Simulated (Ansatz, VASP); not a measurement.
Cu: VASP beside Ansatz

```
Cu
1.0
    -1.39599    1.39599    1.39599
     1.39599   -1.39599    1.39599
     1.39599    1.39599   -1.39599
Cu
1
Cartesian
  0.0000 0.0000 0.0000
```

Alike in both runs: task relaxation of cell and atoms; functional LDA; k mesh 19 × 19 × 19; occupations fermi-dirac, width 0.08 eV; no spin polarisation.

```csv
,VASP,Ansatz
version,VASP 6.6.1,Ansatz 0.2.0
potentials or method,"VASP PAW LDA potentials, release 64 (Cu)","PAW with Ansatz's default frozen-core files, scalar-relativistic"
plane-wave cutoff (eV),600,420
valence electrons in the cell,11,19
```

|  | VASP | Ansatz | Ansatz less VASP |
| --- | --- | --- | --- |
| relaxed volume (Å³/atom) | 10.98 | 10.93 | -0.050 |
| relaxed cell length with the largest relative difference (Å) | 2.425 | 2.422 | -0.0037 |

LDA's correlation is that of Perdew and Zunger in VASP and of Perdew and Wang (1992) in Ansatz. VASP's potentials hold 11 valence electrons a cell and Ansatz's 19, so a difference there can come from the potentials and not from the codes.
